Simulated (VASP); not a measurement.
# ZnCu2SnSe4 (I-42m) in VASP: a series of runs

The runs below take ZnCu2SnSe4 through single point, with PBEsol.

Program: VASP 6.6.1. These are calculated values, not measurements. Logs are shortened: lines on timing, memory, paths and dates and some standing lists are left out, and cuts for length are marked.

## Step 1: The cell of the first run

Symmetry: I-42m, No. 121, tetragonal system. Conventional cell: a = 5.657 Å, b = 5.657 Å, c = 11.318 Å, α = 90.00°, β = 90.00°, γ = 90.00°. Within 3.4 Å of Sn (site symmetry -42m) lie 4 Se at 2.59 Å. Within 3.1 Å of Se (site symmetry m) lie 2 Cu at 2.38 Å and 1 Zn at 2.46 Å and 1 Sn at 2.59 Å. Within 3.2 Å of Zn (site symmetry -42m) lie 4 Se at 2.46 Å. Cu (site symmetry -4) has 4 Se at 2.38 Å within 3.1 Å.

## Step 2: Single point, PBEsol

INCAR reads:

```
PREC = Accurate
ENCUT = 520
EDIFF = 1E-6
ISMEAR = -1
SIGMA = 0.05
LREAL = F
LASPH = T
NELM = 60
ALGO = Normal
ISIF = 2
LWAVE = F
LCHARG = F
GGA = PS
NBANDS = 46
```

KPOINTS reads:

```
regular mesh
0
Gamma
  7 7 7
```

POSCAR reads:

```
ZnCu2SnSe4
1.0
   -2.8286814729      2.8286814729      5.6589449390
    2.8286814729     -2.8286814729      5.6589449390
    2.8286814729      2.8286814729     -5.6589449390
Sn Se Zn Cu
1 4 1 2
Direct
    0.5000000000      0.5000000000      0.0000000000
    0.8966465001      0.3755438518      0.0000000000
    0.1033534999      0.1033534999      0.4788973517
    0.3755438518      0.8966465001      0.0000000000
    0.6244561482      0.6244561482      0.5211026483
    0.0000000000      0.0000000000      0.0000000000
    0.2500000000      0.7500000000      0.5000000000
    0.7500000000      0.2500000000      0.5000000000
```

Potentials or basis: VASP PAW PBE potentials, release 64 (Sn_d, Se, Zn, Cu).

On the command line:

```bash
$ cat potpaw_PBE.64/Sn_d/POTCAR potpaw_PBE.64/Se/POTCAR potpaw_PBE.64/Zn/POTCAR potpaw_PBE.64/Cu/POTCAR > POTCAR
$ mpirun -np 1 vasp_std > vasp.out
```

OUTCAR:

```text
PREC = Accurate
   ENCUT = 520
   EDIFF = 1E-6
   ISMEAR = -1
   LREAL = F
   LASPH = T
   NELM = 60
   ISIF = 2
   GGA = PS

 ion  position               nearest neighbor table
   1  0.500  0.500  0.000-   3 2.59   4 2.59   2 2.59   5 2.59
   2  0.897  0.376  0.000-   7 2.38   8 2.38   6 2.46   1 2.59
   3  0.103  0.103  0.479-   7 2.38   8 2.38   6 2.46   1 2.59
   4  0.376  0.897  0.000-   8 2.38   7 2.38   6 2.46   1 2.59
   5  0.624  0.624  0.521-   7 2.38   8 2.38   6 2.46   1 2.59
   6  0.000  0.000  0.000-   3 2.46   2 2.46   4 2.46   5 2.46
   7  0.250  0.750  0.500-   5 2.38   4 2.38   2 2.38   3 2.38
   8  0.750  0.250  0.500-   5 2.38   2 2.38   4 2.38   3 2.38

  LATTYP: Found a body centered tetragonal cell.
 ALAT       =     5.6573629458
 C/A-ratio  =     2.0005592688

  Lattice vectors:

 A1 = (  -2.8286814729,   2.8286814729,   5.6589449390)
 A2 = (   2.8286814729,  -2.8286814729,   5.6589449390)
 A3 = (   2.8286814729,   2.8286814729,  -5.6589449390)

Analysis of symmetry for initial positions (statically):
=====================================================================
 Subroutine PRICEL returns:
 Original cell was already a primitive cell.

 Routine SETGRP: Setting up the symmetry group for a
 body centered tetragonal supercell.

 Subroutine GETGRP returns: Found  8 space group operations
 (whereof  8 operations were pure point group operations)
 out of a pool of 16 trial point group operations.

The static configuration has the point symmetry D_2d.

Analysis of symmetry for dynamics (positions and initial velocities):
=====================================================================
 Subroutine PRICEL returns:
 Original cell was already a primitive cell.

 Routine SETGRP: Setting up the symmetry group for a
 body centered tetragonal supercell.

 Subroutine GETGRP returns: Found  8 space group operations
 (whereof  8 operations were pure point group operations)
 out of a pool of 16 trial point group operations.

The dynamic configuration has the point symmetry D_2d.

 Subroutine INISYM returns: Found  8 space group operations
 (whereof  8 operations are pure point group operations),
 and found     1 'primitive' translations

----------------------------------------------------------------------------------------

                                     Primitive cell

  volume of cell :     181.1188

  direct lattice vectors                    reciprocal lattice vectors
    -2.828681473  2.828681473  5.658944939     0.000000000  0.176760800  0.088355693
     2.828681473 -2.828681473  5.658944939     0.176760800  0.000000000  0.088355693
     2.828681473  2.828681473 -5.658944939     0.176760800  0.176760800  0.000000000

  length of vectors
     6.930118006  6.930118006  6.930118006     0.197613534  0.197613534  0.249977521

  position of ions in fractional coordinates (direct lattice)
     0.500000000  0.500000000  0.000000000
     0.896646500  0.375543852  0.000000000
     0.103353500  0.103353500  0.478897352
     0.375543852  0.896646500  0.000000000
     0.624456148  0.624456148  0.521102648
     0.000000000  0.000000000  0.000000000
     0.250000000  0.750000000  0.500000000
     0.750000000  0.250000000  0.500000000

  ion indices of the primitive-cell ions
   primitive index   ion index
                 1           1
                 2           2
                 3           3
                 4           4
                 5           5
                 6           6
                 7           7
                 8           8

----------------------------------------------------------------------------------------

 KPOINTS: regular mesh

Automatic generation of k-mesh.
 Grid dimensions read from file:
 generate k-points for:    7    7    7

 Generating k-lattice:

  Cartesian coordinates                     Fractional coordinates (reciprocal lattice)
     0.000000000  0.025251543  0.012622242     0.142857143 -0.000000000  0.000000000
     0.025251543  0.000000000  0.012622242    -0.000000000  0.142857143  0.000000000
     0.025251543  0.025251543  0.000000000     0.000000000  0.000000000  0.142857143

  Length of vectors
     0.028230505  0.028230505  0.035711074

  Shift w.r.t. Gamma in fractional coordinates (k-lattice)
     0.000000000  0.000000000  0.000000000

 Subroutine IBZKPT returns following result:
 ===========================================

 Found     40 irreducible k-points:

 Following reciprocal coordinates:
            Coordinates               Weight
  0.000000  0.000000  0.000000      1.000000
  0.142857 -0.000000  0.000000      8.000000
  0.285714 -0.000000  0.000000      8.000000
  0.428571 -0.000000  0.000000      8.000000
  0.142857  0.142857  0.000000      8.000000
  0.285714  0.142857  0.000000     16.000000
[... 16 lines left out ...]
 -0.142857  0.285714  0.142857      8.000000
 -0.428571  0.428571  0.142857      8.000000
 [... further k-points ...]
   k-points           NKPTS =     40   k-points in BZ     NKDIM =     40   number of bands    NBANDS=     46
   number of dos      NEDOS =    301   number of ions     NIONS =      8
   total plane-waves  NPLWV = 157464
   dimension x,y,z NGX =    54 NGY =   54 NGZ =   54
   dimension x,y,z NGXF=   108 NGYF=  108 NGZF=  108
   ions per type =               1   4   1   2
   NGX,Y,Z   is equivalent  to a cutoff of  12.95, 12.95, 12.95 a.u.
   NGXF,Y,Z  is equivalent  to a cutoff of  25.91, 25.91, 25.91 a.u.
 SYSTEM =  unknown system
   PREC   = accura    normal or accurate (medium, high low for compatibility)
   ISTART =      0    job   : 0-new  1-cont  2-samecut
   ICHARG =      2    charge: 1-file 2-atom 10-const
   ISPIN  =      1    spin polarized calculation?
   LNONCOLLINEAR =      F non collinear calculations
   LSORBIT =      F    spin-orbit coupling
   LASPH  =      T    aspherical Exc in radial PAW
   ENCUT  =  520.0 eV  38.22 Ry    6.18 a.u.  12.89 12.89 12.89*2*pi/ulx,y,z
   NELM   =     60;   NELMIN=  2; NELMDL= -5     # of ELM steps
   EDIFF  = 0.1E-05   stopping-criterion for ELM
   LREAL  =      F    real-space projection
   EDIFFG = 0.1E-04   stopping-criterion for IOM
   NSW    =      0    number of steps for IOM
   IBRION =     -1    ionic relax: 0-MD 1-quasi-New 2-CG
   NFREE  =      0    steps in history (QN), initial steepest desc. (CG)
   ISIF   =      2    stress and relaxation
   ISYM   =      2    0-nonsym 1-usesym 2-fastsym
   POTIM  = 0.5000    time-step for ionic-motion
   TEBEG  =    0.0;   TEEND  =   0.0 temperature during run
   PSTRESS=    0.0 pullay stress
   NELECT =      72.0000    total number of electrons
   NUPDOWN=      -1.0000    fix difference up-down
   EMIN   =  10.00;   EMAX   =-10.00  energy-range for DOS
   EFERMI =   0.00;   METHOD = LEGACY
   ISMEAR =    -1;   SIGMA  =   0.05  broadening in eV -4-tet -1-fermi 0-gaus
   EFERMI_NEDOS =   21; number of points for ismear=-14 and -15
   IALGO  =     38    algorithm
   IMIX   =      4    mixing-type and parameters
     AMIX     =   0.40;   BMIX     =  1.00
     AMIX_MAG =   1.60;   BMIX_MAG =  1.00
  volume/ion in A,a.u.               =      22.64       152.78
  Fermi-wavevector in a.u.,A,eV,Ry     =   1.203736  2.274731 19.714565  1.448980
  Thomas-Fermi vector in A             =   2.339481
   LORBIT       =      0    0 simple, 1 ext, 2 COOP (PROOUT), +10 PAW based schemes
   GGA     = PS    functional components
   LHFCALC =     F    Hartree Fock is set to
   AEXX    =    0.0000 exact exchange contribution
   IVDW    =     0    specifies the selected vdW correction
   LEPSILON=     F    determine dielectric tensor
   LRPA    =     F    only Hartree local field effects (RPA)
 non-spin polarized calculation
  energy-cutoff  :      520.00
  volume of cell :      181.12
 maximum number of plane-waves:      4909
 NGX is ok and might be reduce to    54
   NGX = 25   NGY = 25   NGZ = 25

 number of electron      72.0000024 magnetization

 Free energy of the ion-electron system (eV)
  ---------------------------------------------------
  ext. energy  EPLUGINS =         0.00000000
  ---------------------------------------------------
  free energy    TOTEN  =       -32.76961246 eV

  energy without entropy =      -32.76679342  energy(sigma->0) =      -32.76820294

 E-fermi :   4.1012     XC(G=0):  -9.7539

 val. band max:        4.0645067029   @ k =   0.0000   0.0000   0.0000
 cond. band min:       4.2265646660   @ k =   0.4286   0.4286   0.0000
 fundamental gap:      0.1620579632
 Fermi energy:         4.1011784146

 k-point     1 :       0.0000    0.0000    0.0000
  band No.  band energies     occupation
      1     -18.1414      2.00000
      2     -18.1414      2.00000
      3     -18.1295      2.00000
      4     -18.0869      2.00000
      5     -18.0744      2.00000
      6     -10.4579      2.00000
[... 38 lines left out ...]
     45       8.8985      0.00000
     46      10.1972      0.00000

 k-point     2 :       0.1429   -0.0000    0.0000
  band No.  band energies     occupation
      1     -18.1414      2.00000
      2     -18.1414      2.00000
      3     -18.1296      2.00000
      4     -18.0869      2.00000
      5     -18.0744      2.00000
      6     -10.3951      2.00000
[... 38 lines left out ...]
     45       8.9354      0.00000
     46       9.7680      0.00000

 k-point     3 :       0.2857   -0.0000    0.0000
  band No.  band energies     occupation
      1     -18.1415      2.00000
      2     -18.1413      2.00000
      3     -18.1297      2.00000
      4     -18.0868      2.00000
      5     -18.0742      2.00000
      6     -10.2172      2.00000
[... 1018 lines left out ...]
     45       9.5798      0.00000
     46       9.8181      0.00000

 k-point    24 :      -0.4286    0.4286    0.1429
  band No.  band energies     occupation
      1     -18.1417      2.00000
      2     -18.1414      2.00000
      3     -18.1300      2.00000
      4     -18.0867      2.00000
      5     -18.0739      2.00000
      6      -9.7529      2.00000
[... 38 lines left out ...]
     45       9.3700      0.00000
     46       9.5367      0.00000

 [... further k-points ...]

------------------------ aborting loop because EDIFF is reached ----------------------------------------

  FORCE on cell =-STRESS in cart. coord.  units (eV):
  Direction    XX          YY          ZZ          XY          YZ          ZX
  --------------------------------------------------------------------------------------
  -------------------------------------------------------------------------------------
  Total        0.3943722      0.3943722      0.3373972      0.0000000     -0.0000000      0.0000000
  in kB        3.4886176      3.4886176      2.9846164      0.0000000     -0.0000000      0.0000000
  external PRESSURE =       3.3206172 kB  Pullay stress =       0.0000000 kB

 VOLUME and BASIS-vectors are now :
 -----------------------------------------------------------------------------
  energy-cutoff  :      520.00
  volume of cell :      181.12
      direct lattice vectors                 reciprocal lattice vectors
    -2.828681473  2.828681473  5.658944939     0.000000000  0.176760800  0.088355693
     2.828681473 -2.828681473  5.658944939     0.176760800  0.000000000  0.088355693
     2.828681473  2.828681473 -5.658944939     0.176760800  0.176760800  0.000000000

 POSITION                                       TOTAL-FORCE (eV/Angst)
 -----------------------------------------------------------------------------------
      0.00000      0.00000      5.65894         0.000000     -0.000000     -0.000000
     -1.47403      1.47403      7.19926         0.008430     -0.008430     -0.010381
      1.35465      1.35465     -1.54031         0.008430      0.008430      0.010381
      1.47403     -1.47403      7.19926        -0.008430      0.008430     -0.010381
      1.47403      1.47403      4.11863        -0.008430     -0.008430      0.010381
      0.00000      0.00000      0.00000         0.000000      0.000000     -0.000000
      2.82868     -0.00000      2.82947         0.000000     -0.000000     -0.000000
     -0.00000      2.82868      2.82947         0.000000      0.000000     -0.000000
 -----------------------------------------------------------------------------------
    total drift:                               -0.000002     -0.000002      0.000001

  FREE ENERGIE OF THE ION-ELECTRON SYSTEM (eV)
  ---------------------------------------------------
  free  energy   TOTEN  =       -32.7696124600 eV

  energy  without entropy=      -32.7667934241  energy(sigma->0) =      -32.76820294
```

Wall time 8.2 min (1 thread of Intel Xeon Platinum 8559C (Emerald Rapids), shared host); peak memory 0.62 GiB.

What came out:

| Quantity | Value |
| --- | --- |
| Free energy | -32.7696 eV |
| Pressure | 0.3 GPa |
| Largest force | 0.016 eV/Å |
| Band gap on the k mesh | zero (filled and empty bands touch) |

Forces in eV/Å, atoms in the order of the input:
```
Sn   0.000  0.000  0.000
Se   0.008 -0.008 -0.010
Se   0.008  0.008  0.010
Se  -0.008  0.008 -0.010
Se  -0.008 -0.008  0.010
Zn   0.000  0.000  0.000
Cu   0.000  0.000  0.000
Cu   0.000  0.000  0.000
```

Levels at points of the mesh, in eV from the Fermi level:
```tsv
k point	band 34	band 35	band 36	band 37	band 38	band 39
(0.00, 0.00, 0.00)	-0.44	-0.09	-0.04	-0.04	1.48	2.53
```

Caveat: semilocal functionals underestimate gaps, and a narrow one can read as zero; the PAW data sets were made with another functional, which shifts forces and pressure a little; spin-orbit coupling is left out, which moves the levels of the heavy elements. With open d or f shells a metallic result of PBEsol can be an artefact of self-interaction; +U or a hybrid may open a gap.

(Part 1 of 2 ends here.)

The gap in the log of VASP goes by the Fermi energy; the results here count the filled bands.